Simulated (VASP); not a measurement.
Sm2B2Rh, 5 atoms in the cell. It takes space group P4/mmm (No. 123, tetragonal). Conventional cell: a = 5.287 Å, b = 5.287 Å, c = 3.173 Å, α = 90.00°, β = 90.00°, γ = 90.00°. Within 3.8 Å of Sm (site symmetry mmm) lie 8 B at 2.76 to 3.56 Å and 4 Rh at 3.08 Å and 6 Sm at 3.17 to 3.74 Å. Within 2.1 Å of B (site symmetry 4mm) lie 2 B at 1.59 Å. Within 4.1 Å of Rh (site symmetry 4/mmm) lie 8 Sm at 3.08 Å and 2 Rh at 3.17 Å and 8 B at 3.82 Å. The cell was built from a structure type or drawn by symmetry, and may not be a known phase.

- Program: VASP 6.6.1
- Task: single point
- Functional: PBE
- Potentials or basis: VASP PAW PBE potentials, release 64 (Sm_3, B, Rh_pv), 4f in core
- Cutoff: 500 eV
- k mesh: 4 × 4 × 6
- Occupations: gaussian, width 0.1 eV
- Spin: collinear spin, ferromagnetic start
- Starting moments: [0.0, 0.0, 0.0, 0.0, 1.0] μB
- Dipole correction: no
- Mended: yes
- Further INCAR settings: ALGO = Normal; EDIFF = 1e-06; NBANDS = 34

Potentials or basis: VASP PAW PBE potentials, release 64 (Sm_3, B, Rh_pv), 4f in core.

Launch:

```sh
$ cat potpaw_PBE.64/Sm_3/POTCAR potpaw_PBE.64/B/POTCAR potpaw_PBE.64/Rh_pv/POTCAR > POTCAR
$ mpirun -np 1 vasp_std > vasp.out
```

Hardware: 1 thread of AMD EPYC 7R13 Processor (Zen 3), on a shared host.

Question: Estimate the wall time of this run.

Answer: It took 110 s on 1 thread of AMD EPYC 7R13 Processor (Zen 3) (shared host), peak memory 0.25 GiB. Counts: scf iterations 15, k points 24.
